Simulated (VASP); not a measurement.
# Bi2Te3 (R-3m) in VASP: single point with PBE

Aim: the single point of Bi2Te3 with PBE.

All numbers are computed with VASP 6.6.1; they aren't measurements. Logs are shortened: lines on timing, memory, paths and dates and some standing lists are left out, and cuts for length are marked.

**1. The cell of the first run**

Symmetry: R-3m, No. 166, trigonal system. Conventional cell: a = 4.406 Å, b = 4.406 Å, c = 30.225 Å, α = 90.00°, β = 90.00°, γ = 120.00°. Bi (site symmetry 3m) has 6 Te at 3.07 to 3.25 Å within 4.0 Å. Te (site symmetry -3m) has 6 Bi at 3.25 Å within 4.3 Å. Within 4.0 Å of Te (site symmetry 3m) lie 3 Bi at 3.07 Å and 3 Te at 3.62 Å.

**2. Single point, PBE**

INCAR

```
SYSTEM = Bi2Te3
PREC     = Accurate       ! precision mode
ENCUT    = 520            ! plane-wave cutoff, eV
EDIFF    = 1E-6           ! SCF threshold, eV
ISMEAR   = 0              ! smearing method
SIGMA    = 0.05           ! smearing width, eV
LREAL    = .False.        ! projectors in reciprocal space
LASPH    = .True.         ! aspherical terms in the spheres
NELM     = 60             ! most SCF steps
ALGO     = Normal         ! electronic algorithm
ISIF     = 2              ! what is computed and relaxed
LWAVE    = .False.        ! write WAVECAR
LCHARG   = .False.        ! write CHGCAR
GGA      = PE             ! functional
NBANDS   = 32             ! bands
```

KPOINTS

```
regular mesh
0
Gamma
  8 8 8
  0 0 0
```

POSCAR

```
Bi2Te3
1.0
    2.2028484065      1.2718151205     10.0749891813
   -2.2028484065      1.2718151205     10.0749891813
    0.0000000000     -2.5436302410     10.0749891813
Bi Te
2 3
Direct
    0.4002946900      0.4002946900      0.4002946900
    0.5997053100      0.5997053100      0.5997053100
    0.0000000000      0.0000000000      0.0000000000
    0.2092721986      0.2092721986      0.2092721986
    0.7907278014      0.7907278014      0.7907278014
```

Potentials or basis: VASP PAW PBE potentials, release 64 (Bi_d, Te).

Command:

```
> cat potpaw_PBE.64/Bi_d/POTCAR potpaw_PBE.64/Te/POTCAR > POTCAR
> mpirun -np 1 vasp_std > vasp.out
```

OUTCAR:

```text
SYSTEM = Bi2Te3
   PREC = Accurate
   ENCUT = 520
   EDIFF = 1E-6
   ISMEAR = 0
   LREAL = .False.
   LASPH = .True.
   NELM = 60
   ISIF = 2
   GGA = PE

 ion  position               nearest neighbor table
   1  0.400  0.400  0.400-   5 3.07   5 3.07   5 3.07   3 3.25   3 3.25   3 3.25
   2  0.600  0.600  0.600-   4 3.07   4 3.07   4 3.07   3 3.25   3 3.25   3 3.25
   3  0.000  0.000  0.000-   2 3.25   2 3.25   1 3.25   1 3.25   2 3.25   1 3.25
   4  0.209  0.209  0.209-   2 3.07   2 3.07   2 3.07   5 3.62   5 3.62   5 3.62
   5  0.791  0.791  0.791-   1 3.07   1 3.07   1 3.07   4 3.62   4 3.62   4 3.62

  LATTYP: Found a trigonal (rhomboedric) cell.
 ALAT       =    10.3911241839
 COS(alpha) =     0.9101177060

  Lattice vectors:

 A1 = (   2.2028484065,   1.2718151205,  10.0749891813)
 A2 = (  -2.2028484065,   1.2718151205,  10.0749891813)
 A3 = (   0.0000000000,  -2.5436302410,  10.0749891813)

Analysis of symmetry for initial positions (statically):
=====================================================================
 Subroutine PRICEL returns:
 Original cell was already a primitive cell.

 Routine SETGRP: Setting up the symmetry group for a
 trigonal (rhombohedral) supercell.

 Subroutine GETGRP returns: Found 12 space group operations
 (whereof 12 operations were pure point group operations)
 out of a pool of 12 trial point group operations.

The static configuration has the point symmetry D_3d.

Analysis of symmetry for dynamics (positions and initial velocities):
=====================================================================
 Subroutine PRICEL returns:
 Original cell was already a primitive cell.

 Routine SETGRP: Setting up the symmetry group for a
 trigonal (rhombohedral) supercell.

 Subroutine GETGRP returns: Found 12 space group operations
 (whereof 12 operations were pure point group operations)
 out of a pool of 12 trial point group operations.

The dynamic configuration has the point symmetry D_3d.

 Subroutine INISYM returns: Found 12 space group operations
 (whereof 12 operations are pure point group operations),
 and found     1 'primitive' translations

----------------------------------------------------------------------------------------

                                     Primitive cell

  volume of cell :     169.3575

  direct lattice vectors                    reciprocal lattice vectors
     2.202848406  1.271815120 10.074989181     0.226978851  0.131046301  0.033085230
    -2.202848406  1.271815120 10.074989181    -0.226978851  0.131046301  0.033085230
     0.000000000 -2.543630241 10.074989181     0.000000000 -0.262092601  0.033085230

  length of vectors
    10.391124184 10.391124184 10.391124184     0.264172603  0.264172603  0.264172603

  position of ions in fractional coordinates (direct lattice)
     0.400294690  0.400294690  0.400294690
     0.599705310  0.599705310  0.599705310
     0.000000000  0.000000000  0.000000000
     0.209272199  0.209272199  0.209272199
     0.790727801  0.790727801  0.790727801

  ion indices of the primitive-cell ions
   primitive index   ion index
                 1           1
                 2           2
                 3           3
                 4           4
                 5           5

----------------------------------------------------------------------------------------

 KPOINTS: regular mesh

Automatic generation of k-mesh.
 Grid dimensions read from file:
 generate k-points for:    8    8    8

 Generating k-lattice:

  Cartesian coordinates                     Fractional coordinates (reciprocal lattice)
     0.028372356  0.016380788  0.004135654     0.125000000  0.000000000  0.000000000
    -0.028372356  0.016380788  0.004135654     0.000000000  0.125000000  0.000000000
     0.000000000 -0.032761575  0.004135654     0.000000000  0.000000000  0.125000000

  Length of vectors
     0.033021575  0.033021575  0.033021575

  Shift w.r.t. Gamma in fractional coordinates (k-lattice)
     0.000000000  0.000000000  0.000000000

 Subroutine IBZKPT returns following result:
 ===========================================

 Found     65 irreducible k-points:

 Following reciprocal coordinates:
            Coordinates               Weight
  0.000000  0.000000  0.000000      1.000000
  0.125000  0.000000  0.000000      6.000000
  0.250000  0.000000  0.000000      6.000000
  0.375000 -0.000000  0.000000      6.000000
  0.500000  0.000000  0.000000      3.000000
  0.125000  0.125000  0.000000      6.000000
[... 16 lines left out ...]
  0.250000  0.125000  0.125000      6.000000
  0.375000  0.125000  0.125000      6.000000
 [... further k-points ...]
   k-points           NKPTS =     65   k-points in BZ     NKDIM =     65   number of bands    NBANDS=     32
   number of dos      NEDOS =    301   number of ions     NIONS =      5
   total plane-waves  NPLWV = 512000
   dimension x,y,z NGX =    80 NGY =   80 NGZ =   80
   dimension x,y,z NGXF=   160 NGYF=  160 NGZF=  160
   ions per type =               2   3
   NGX,Y,Z   is equivalent  to a cutoff of  12.80, 12.80, 12.80 a.u.
   NGXF,Y,Z  is equivalent  to a cutoff of  25.60, 25.60, 25.60 a.u.
 SYSTEM =  Bi2Te3
   PREC   = accura    normal or accurate (medium, high low for compatibility)
   ISTART =      0    job   : 0-new  1-cont  2-samecut
   ICHARG =      2    charge: 1-file 2-atom 10-const
   ISPIN  =      1    spin polarized calculation?
   LNONCOLLINEAR =      F non collinear calculations
   LSORBIT =      F    spin-orbit coupling
   LASPH  =      T    aspherical Exc in radial PAW
   ENCUT  =  520.0 eV  38.22 Ry    6.18 a.u.  19.32 19.32 19.32*2*pi/ulx,y,z
   NELM   =     60;   NELMIN=  2; NELMDL= -5     # of ELM steps
   EDIFF  = 0.1E-05   stopping-criterion for ELM
   LREAL  =      F    real-space projection
   EDIFFG = 0.1E-04   stopping-criterion for IOM
   NSW    =      0    number of steps for IOM
   IBRION =     -1    ionic relax: 0-MD 1-quasi-New 2-CG
   NFREE  =      0    steps in history (QN), initial steepest desc. (CG)
   ISIF   =      2    stress and relaxation
   ISYM   =      2    0-nonsym 1-usesym 2-fastsym
   POTIM  = 0.5000    time-step for ionic-motion
   TEBEG  =    0.0;   TEEND  =   0.0 temperature during run
   PSTRESS=    0.0 pullay stress
   NELECT =      48.0000    total number of electrons
   NUPDOWN=      -1.0000    fix difference up-down
   EMIN   =  10.00;   EMAX   =-10.00  energy-range for DOS
   EFERMI =   0.00;   METHOD = LEGACY
   ISMEAR =     0;   SIGMA  =   0.05  broadening in eV -4-tet -1-fermi 0-gaus
   EFERMI_NEDOS =   21; number of points for ismear=-14 and -15
   IALGO  =     38    algorithm
   IMIX   =      4    mixing-type and parameters
     AMIX     =   0.40;   BMIX     =  1.00
     AMIX_MAG =   1.60;   BMIX_MAG =  1.00
  volume/ion in A,a.u.               =      33.87       228.58
  Fermi-wavevector in a.u.,A,eV,Ry     =   1.075360  2.032135 15.733757  1.156399
  Thomas-Fermi vector in A             =   2.211214
   LORBIT       =      0    0 simple, 1 ext, 2 COOP (PROOUT), +10 PAW based schemes
   GGA     = PE    functional components
   LHFCALC =     F    Hartree Fock is set to
   AEXX    =    0.0000 exact exchange contribution
   IVDW    =     0    specifies the selected vdW correction
   LEPSILON=     F    determine dielectric tensor
   LRPA    =     F    only Hartree local field effects (RPA)
 non-spin polarized calculation
 Gauss-broadening in eV      SIGMA  =   0.05
  energy-cutoff  :      520.00
  volume of cell :      169.36
 maximum number of plane-waves:      4586
 NGX is ok and might be reduce to    80
   NGX = 39   NGY = 39   NGZ = 39

 number of electron      48.0000004 magnetization

 Free energy of the ion-electron system (eV)
  ---------------------------------------------------
  ext. energy  EPLUGINS =         0.00000000
  ---------------------------------------------------
  free energy    TOTEN  =       -18.33601990 eV

  energy without entropy =      -18.33601946  energy(sigma->0) =      -18.33601968

 E-fermi :   6.3256     XC(G=0):  -9.3292

 val. band max:        6.2082170168   @ k =   0.0000   0.0000   0.0000
 cond. band min:       6.4430782315   @ k =   0.0000   0.0000   0.0000
 fundamental gap:      0.2348612147
 Fermi energy:         6.3256476688

 k-point     1 :       0.0000    0.0000    0.0000
  band No.  band energies     occupation
      1     -16.9896      2.00000
      2     -16.9896      2.00000
      3     -16.9881      2.00000
      4     -16.9881      2.00000
      5     -16.9827      2.00000
      6     -16.9814      2.00000
[... 24 lines left out ...]
     31      11.0686      0.00000
     32      11.5384      0.00000

 k-point     2 :       0.1250    0.0000    0.0000
  band No.  band energies     occupation
      1     -16.9909      2.00000
      2     -16.9892      2.00000
      3     -16.9882      2.00000
      4     -16.9867      2.00000
      5     -16.9817      2.00000
      6     -16.9805      2.00000
[... 24 lines left out ...]
     31      10.6311      0.00000
     32      11.1384      0.00000

 k-point     3 :       0.2500    0.0000    0.0000
  band No.  band energies     occupation
      1     -16.9944      2.00000
      2     -16.9923      2.00000
      3     -16.9858      2.00000
      4     -16.9842      2.00000
      5     -16.9818      2.00000
      6     -16.9795      2.00000
[... 24 lines left out ...]
     31      10.0871      0.00000
     32      11.5791      0.00000

 k-point     4 :       0.3750   -0.0000    0.0000
  band No.  band energies     occupation
      1     -16.9982      2.00000
      2     -16.9956      2.00000
      3     -16.9851      2.00000
      4     -16.9833      2.00000
      5     -16.9827      2.00000
      6     -16.9810      2.00000
[... 24 lines left out ...]
     31      10.3002      0.00000
     32      11.1845      0.00000

 k-point     5 :       0.5000    0.0000    0.0000
  band No.  band energies     occupation
      1     -16.9999      2.00000
      2     -16.9971      2.00000
      3     -16.9852      2.00000
      4     -16.9839      2.00000
      5     -16.9824      2.00000
      6     -16.9816      2.00000
[... 584 lines left out ...]
     31      11.2999      0.00000
     32      12.0085      0.00000

 k-point    22 :       0.1250    0.1250    0.1250
  band No.  band energies     occupation
      1     -16.9896      2.00000
      2     -16.9896      2.00000
      3     -16.9881      2.00000
      4     -16.9881      2.00000
      5     -16.9827      2.00000
      6     -16.9814      2.00000
[... 24 lines left out ...]
     31      11.0516      0.00000
     32      11.5534      0.00000

 k-point    23 :       0.2500    0.1250    0.1250
  band No.  band energies     occupation
      1     -16.9909      2.00000
      2     -16.9892      2.00000
      3     -16.9882      2.00000
      4     -16.9867      2.00000
      5     -16.9817      2.00000
      6     -16.9805      2.00000
[... 24 lines left out ...]
     31      10.6036      0.00000
     32      11.3066      0.00000

 k-point    24 :       0.3750    0.1250    0.1250
  band No.  band energies     occupation
      1     -16.9943      2.00000
      2     -16.9923      2.00000
      3     -16.9858      2.00000
      4     -16.9842      2.00000
      5     -16.9818      2.00000
      6     -16.9796      2.00000
[... 24 lines left out ...]
     31      10.0956      0.00000
     32      11.5323      0.00000

 [... further k-points ...]
[... 5 lines left out ...]
  --------------------------------------------------------------------------------------
  -------------------------------------------------------------------------------------
  Total        1.9216738      1.9216738      2.1099338      0.0000000      0.0000000     -0.0000000
  in kB       18.1796629     18.1796629     19.9606638      0.0000000      0.0000000     -0.0000000
  external PRESSURE =      18.7733299 kB  Pullay stress =       0.0000000 kB

 VOLUME and BASIS-vectors are now :
 -----------------------------------------------------------------------------
  energy-cutoff  :      520.00
  volume of cell :      169.36
      direct lattice vectors                 reciprocal lattice vectors
     2.202848406  1.271815120 10.074989181     0.226978851  0.131046301  0.033085230
    -2.202848406  1.271815120 10.074989181    -0.226978851  0.131046301  0.033085230
     0.000000000 -2.543630241 10.074989181     0.000000000 -0.262092601  0.033085230

 POSITION                                       TOTAL-FORCE (eV/Angst)
 -----------------------------------------------------------------------------------
      0.00000      0.00000     12.09889         0.000000      0.000000     -0.013087
      0.00000      0.00000     18.12607         0.000000      0.000000      0.013087
      0.00000      0.00000      0.00000         0.000000     -0.000000      0.000000
      0.00000      0.00000      6.32525         0.000000     -0.000000      0.004098
      0.00000      0.00000     23.89972         0.000000     -0.000000     -0.004098
 -----------------------------------------------------------------------------------
    total drift:                               -0.000000      0.000000      0.000000

  FREE ENERGIE OF THE ION-ELECTRON SYSTEM (eV)
  ---------------------------------------------------
  free  energy   TOTEN  =       -18.3360199044 eV

  energy  without entropy=      -18.3360194612  energy(sigma->0) =      -18.33601968
```

Wall time 17 min (1 thread of Intel Xeon 6975P-C (Granite Rapids), shared host); peak memory 1.1 GiB.

Results:

| Item | Value |
| --- | --- |
| Free energy | -18.3360 eV |
| Pressure | 1.9 GPa |
| Largest force | 0.013 eV/Å |
| Band gap on the k mesh | 0.23 eV, direct |

Forces on the atoms (eV/Å):
```
Bi   0.000  0.000 -0.013
Bi   0.000  0.000  0.013
Te   0.000  0.000  0.000
Te   0.000  0.000  0.004
Te   0.000  0.000 -0.004
```

Caveat: spin-orbit coupling is left out, which moves the levels of the heavy elements. A k mesh can miss the band edges.
